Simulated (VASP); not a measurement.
# Sn (Fd-3m) in VASP: a series of runs, part 2 of 2

VASP 6.6.1.

## Step 4: Single point, LDA

Input file INCAR:

```
  PREC = Accurate
  ENCUT = 500
  EDIFF = 1E-6
  ISMEAR = -1
  SIGMA = 0.1
  LREAL = False
  LASPH = True
  NELM = 120
  ALGO = Normal
  ISIF = 2
  LWAVE = False
  LCHARG = True
  LELF = True
  LVHAR = True
  NBANDS = 21
  GGA_COMPAT = False
```

Input file KPOINTS:

```
regular mesh
0
Gamma
  5 5 5
```

Input file POSCAR:

```
Sn
1.0
    0.0000000000      3.2333430000      3.2333430000
    3.2333430000      0.0000000000      3.2333430000
    3.2333430000      3.2333430000      0.0000000000
Sn
2
Direct
    0.0000000000      0.0000000000      0.0000000000
    0.2500000000      0.2500000000      0.2500000000
```

Potentials or basis: VASP PAW LDA potentials, release 64 (Sn_d).

Started as:

```bash
cat potpaw_LDA.64/Sn_d/POTCAR > POTCAR
mpirun -np 1 vasp_std > vasp.out
```

OUTCAR:

```text
PREC = Accurate
   ENCUT = 500
   EDIFF = 1E-6
   ISMEAR = -1
   LREAL = False
   LASPH = True
   NELM = 120
   ISIF = 2

 ion  position               nearest neighbor table
   1  0.000  0.000  0.000-   2 2.80   2 2.80   2 2.80   2 2.80
   2  0.250  0.250  0.250-   1 2.80   1 2.80   1 2.80   1 2.80

  LATTYP: Found a face centered cubic cell.
 ALAT       =     6.4666860000

  Lattice vectors:

 A1 = (   0.0000000000,   3.2333430000,   3.2333430000)
 A2 = (   3.2333430000,   0.0000000000,   3.2333430000)
 A3 = (   3.2333430000,   3.2333430000,   0.0000000000)

Analysis of symmetry for initial positions (statically):
=====================================================================
 Subroutine PRICEL returns:
 Original cell was already a primitive cell.

 Routine SETGRP: Setting up the symmetry group for a
 face centered cubic supercell.

 Subroutine GETGRP returns: Found 48 space group operations
 (whereof 24 operations were pure point group operations)
 out of a pool of 48 trial point group operations.

The static configuration has the point symmetry T_d .
[... 144 lines left out ...]
  free energy    TOTEN  =        -8.86755650 eV

  energy without entropy =       -8.85502594  energy(sigma->0) =       -8.86129122

 E-fermi :   5.3669     XC(G=0):  -9.2337

 val. band max:        4.9982910838   @ k =   0.2000   0.0000   0.0000
 cond. band min:       5.4732082157   @ k =   0.4000   0.0000   0.0000
 fundamental gap:      0.4749171319
 Fermi energy:         5.3669411316

 k-point     1 :       0.0000    0.0000    0.0000
  band No.  band energies     occupation
      1     -16.1356      2.00000
      2     -16.1356      2.00000
      3     -16.1356      2.00000
      4     -16.0729      2.00000
      5     -16.0729      2.00000
      6     -15.7515      2.00000
[... 229 lines left out ...]
     20      13.9923      0.00000
     21      15.9263      0.00000

------------------------ aborting loop because EDIFF is reached ----------------------------------------

  FORCE on cell =-STRESS in cart. coord.  units (eV):
  Direction    XX          YY          ZZ          XY          YZ          ZX
  --------------------------------------------------------------------------------------
  -------------------------------------------------------------------------------------
  Total        0.1710528      0.1710528      0.1710528      0.0000000      0.0000000      0.0000000
  in kB        4.0537365      4.0537365      4.0537365      0.0000000      0.0000000      0.0000000
  external PRESSURE =       4.0537365 kB  Pullay stress =       0.0000000 kB

 VOLUME and BASIS-vectors are now :
 -----------------------------------------------------------------------------
  energy-cutoff  :      500.00
  volume of cell :       67.61
      direct lattice vectors                 reciprocal lattice vectors
     0.000000000  3.233343000  3.233343000    -0.154638713  0.154638713  0.154638713
     3.233343000  0.000000000  3.233343000     0.154638713 -0.154638713  0.154638713
     3.233343000  3.233343000  0.000000000     0.154638713  0.154638713 -0.154638713

 POSITION                                       TOTAL-FORCE (eV/Angst)
 -----------------------------------------------------------------------------------
      0.00000      0.00000      0.00000        -0.000000     -0.000000     -0.000000
      1.61667      1.61667      1.61667         0.000000      0.000000      0.000000
 -----------------------------------------------------------------------------------
    total drift:                                0.000000      0.000000      0.000000

  FREE ENERGIE OF THE ION-ELECTRON SYSTEM (eV)
  ---------------------------------------------------
  free  energy   TOTEN  =        -8.8675564970 eV

  energy  without entropy=       -8.8550259422  energy(sigma->0) =       -8.86129122
```

OSZICAR:

```text
N       E                     dE             d eps       ncg     rms          rms(c)
DAV:   1     0.229514870945E+03    0.22951E+03   -0.14042E+04   420   0.186E+03
DAV:   2     0.166835392857E+02   -0.21283E+03   -0.20922E+03   425   0.437E+02
DAV:   3    -0.811283445842E+01   -0.24796E+02   -0.24593E+02   500   0.141E+02
DAV:   4    -0.896917009118E+01   -0.85634E+00   -0.85589E+00   470   0.294E+01
DAV:   5    -0.900319612747E+01   -0.34026E-01   -0.34025E-01   623   0.551E+00    0.337E+00
DAV:   6    -0.891188344518E+01    0.91313E-01   -0.38677E-02   498   0.215E+00    0.191E+00
DAV:   7    -0.886681624296E+01    0.45067E-01   -0.65534E-02   445   0.220E+00    0.150E-01
DAV:   8    -0.886746628543E+01   -0.65004E-03   -0.55609E-03   480   0.806E-01    0.524E-02
DAV:   9    -0.886755719730E+01   -0.90912E-04   -0.20585E-04   560   0.113E-01    0.200E-02
DAV:  10    -0.886755634445E+01    0.85285E-06   -0.14787E-05   505   0.320E-02    0.369E-03
DAV:  11    -0.886755649696E+01   -0.15251E-06   -0.17602E-06   375   0.843E-03
   1 F= -.88675565E+01 E0= -.88612912E+01  d E =-.125306E-01
```

It took 12 s on 1 thread of Intel Xeon 6975P-C (Granite Rapids), shared host; peak memory 0.16 GiB.

Results:

* Free energy: -8.8676 eV
* Pressure: 0.4 GPa
* Band gap on the k mesh: zero (band 14 reaches 5.58 eV, above the bottom of band 15 at 5.47 eV)

Caveat: spin-orbit coupling is left out, which moves the levels of the heavy elements.

## Step 5: The runs side by side

```csv
smearing,gap on the mesh (eV),pressure (GPa)
fermi-dirac 0.25 eV,none,0.7
fermi-dirac 0.15 eV,none,0.5
fermi-dirac 0.1 eV,none,0.4
```

Alike in all rows: task single point; level LDA; potentials or basis VASP PAW LDA potentials, release 64 (Sn_d); no spin polarisation; cell as given; k mesh 5 × 5 × 5; cutoff (eV) 500.

Every run on the cell as given and a fine mesh finds a metal.

Caveats: spin-orbit coupling is left out, which moves the levels of the heavy elements.

Total energies depend on the potentials used, so only differences within one code and one set of settings carry meaning.
